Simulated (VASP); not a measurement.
Write the native input for VASP 6.6.1 that does the following.

```yaml
Task: single point
Functional: r2SCAN
Potentials_or_basis: VASP PAW PBE potentials, release 64 (Sn_d, O)
Cutoff: 520 eV
k_mesh: 6 × 6 × 8
Occupations: gaussian, width 0.05 eV
Spin: no spin polarisation
Dipole_correction: no
Further_INCAR_settings: ALGO = Normal; EDIFF = 1e-06; NBANDS = 35
```

The system is SnO2.

```
Sn O
1.0
     4.75982    0.00000    0.00000
     0.00000    4.76006    0.00000
     0.00000    0.00000    3.20071
Sn O
2 4
Direct
  0.50000 0.50000 0.50000
  0.00000 0.00000 0.00000
  0.26130 0.26139 0.90627
  0.80586 0.19404 0.50000
  0.19414 0.80596 0.50000
  0.69414 0.69404 0.00000
```

This cell differs from its parent crystal: atom 3 (O) moved by (-0.300, -0.300) A along [1 1 0] and z.

The input as run:

POSCAR

```
SnO2
1.0
    4.7598181121      0.0000000000      0.0000000000
    0.0000000000      4.7600576133      0.0000000000
    0.0000000000      0.0000000000      3.2007107582
Sn O
2 4
Direct
    0.5000000000      0.5000000000      0.5000000000
    0.0000000000      0.0000000000      0.0000000000
    0.2612951007      0.2613932123     -0.0937291816
    0.8058623571      0.1940417737      0.5000000000
    0.1941376429      0.8059582263      0.5000000000
    0.6941376429      0.6940417737      0.0000000000
```

INCAR.step1

```
SYSTEM = SnO2
PREC = Accurate
ENCUT = 520
ISMEAR = 0
SIGMA = 0.05
LREAL = .FALSE.
LASPH = .TRUE.
NELM = 100
NBANDS = 35
GGA = PE
ALGO = Normal
EDIFF = 1E-4
LWAVE = .TRUE.
LCHARG = .FALSE.
```

INCAR.step2

```
SYSTEM = SnO2
PREC = Accurate
ENCUT = 520
EDIFF = 1E-6
ISMEAR = 0
SIGMA = 0.05
LREAL = .FALSE.
LASPH = .TRUE.
NELM = 100
ALGO = Normal
ISIF = 2
LWAVE = .FALSE.
LCHARG = .FALSE.
METAGGA = R2SCAN
LMIXTAU = .TRUE.
NBANDS = 35
ISTART = 1
```

KPOINTS

```
Automatic mesh
0
G
  6 6 8
  0 0 0
```

Potentials or basis: VASP PAW PBE potentials, release 64 (Sn_d, O).

The run is started by

```console
$ cat potpaw_PBE.64/Sn_d/POTCAR potpaw_PBE.64/O/POTCAR > POTCAR
$ cp INCAR.step1 INCAR
$ mpirun -np 1 vasp_std > vasp.out
$ cp INCAR.step2 INCAR
$ mpirun -np 1 vasp_std > vasp.out
```

It gave:

* Pressure: 7.8 GPa
* Largest force: 8.806 eV/Å
* Band gap on the k mesh: 1.37 eV

Caveat: the cell differs from its parent crystal (atom 3 (O) moved by (-0.300, -0.300) A along [1 1 0] and z); the stress differs along the axes, from 4 to 10 GPa; the PAW data sets were made with another functional, which shifts forces and pressure a little; spin-orbit coupling is left out, which moves the levels of the heavy elements.

It took 6.2 min on 1 thread of Intel(R) Xeon(R) 6975P-C (Granite Rapids), with other jobs on the host, peak memory 0.39 GiB.
